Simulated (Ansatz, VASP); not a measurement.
**AlN: VASP beside Ansatz**

```xyz
8
Lattice="-1.6567 2.8696 0.0000 0.0000 0.0000 4.1875 4.9702 2.8696 0.0000" Properties=species:S:1:pos:R:3 pbc="T T T"
Al    0.2520    1.9130    3.1406
Al    3.3135    1.9130    3.1406
Al    1.6567    0.9565    1.0469
Al    3.3135    3.8261    1.0469
N     0.0000    1.9130    1.0469
N     3.3135    1.9130    1.0469
N     1.6567    0.9565    3.1406
N     3.3135    3.8261    3.1406
```

Alike in both runs: task single point; functional PBE; k mesh 8 × 6 × 4; occupations gaussian, width 0.05 eV; no spin polarisation.

```csv
,VASP,Ansatz
version,VASP 6.6.1,Ansatz 0.2.0
potentials or method,"VASP PAW PBE potentials, release 64 (Al, N), cutoff 520 eV","scalar-relativistic, plane waves, PAW"
valence electrons in the cell,32,32
```

|  | VASP | Ansatz | Ansatz less VASP |
| --- | --- | --- | --- |
| gap on the k mesh at the Fermi level (eV) | 3.03 | 3.02 | -0.008 |
| least direct gap on the mesh (eV) | 3.03 | 3.02 | -0.008 |
| pressure (GPa) | 2.6 | 2.7 | +0.17 |
| traceless stress, the component that is largest in VASP (GPa) | -6.79 | -6.77 | +0.020 |
| rms of the force components (eV/Å) | 1.426 | 1.424 | -0.0026 |

Atom by atom the forces differ by 0.004 eV/Å (rms over components). The functional is the same, so the differences come from potentials, cutoffs and numerics.
